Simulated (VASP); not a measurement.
SnO2:

```
Sn O
1.0
     3.40250    1.96443    4.40306
    -3.40250    1.96443    4.40306
     0.00000   -3.92887    4.40306
Sn O
4 8
Direct
  0.86468 0.86468 0.86468
  0.36482 0.36482 0.86482
  0.36482 0.86482 0.36482
  0.86482 0.36482 0.36482
  0.12350 0.62335 0.62335
  0.62335 0.12350 0.62335
  0.62335 0.62335 0.12350
  0.60621 0.60621 0.60621
  0.12347 0.12347 0.12347
  0.10609 0.10609 0.60624
  0.10609 0.60624 0.10609
  0.60624 0.10609 0.10609
```

Base run:

* Program: VASP 6.6.1
* Functional: PBEsol
* Potentials or basis: VASP PAW PBE potentials, release 64 (Sn_d, O)
* Cutoff: 520 eV
* k mesh: 6 × 6 × 6, shifted
* Occupations: gaussian, width 0.05 eV
* Spin: no spin polarisation

Its results: band gap on the k mesh 0.91 eV; pressure -16.6 GPa; largest force 0.789 eV/Å.

Question: The run is repeated on the same cell with these changes: k mesh from 6 × 6 × 6, shifted to 6 × 6 × 6; further incar settings from ALGO = Normal; EDIFF = 1e-06; NBANDS = 64 to ALGO = Normal; EDIFF = 1e-07; NBANDS = 64. What comes out?

Answer: Band gap on the k mesh 0.62 eV; pressure -16.6 GPa; largest force 0.789 eV/Å.

Caveats: the PAW data sets were made with another functional, which shifts forces and pressure a little; spin-orbit coupling is left out, which moves the levels of the heavy elements.

A k mesh can miss the band edges.
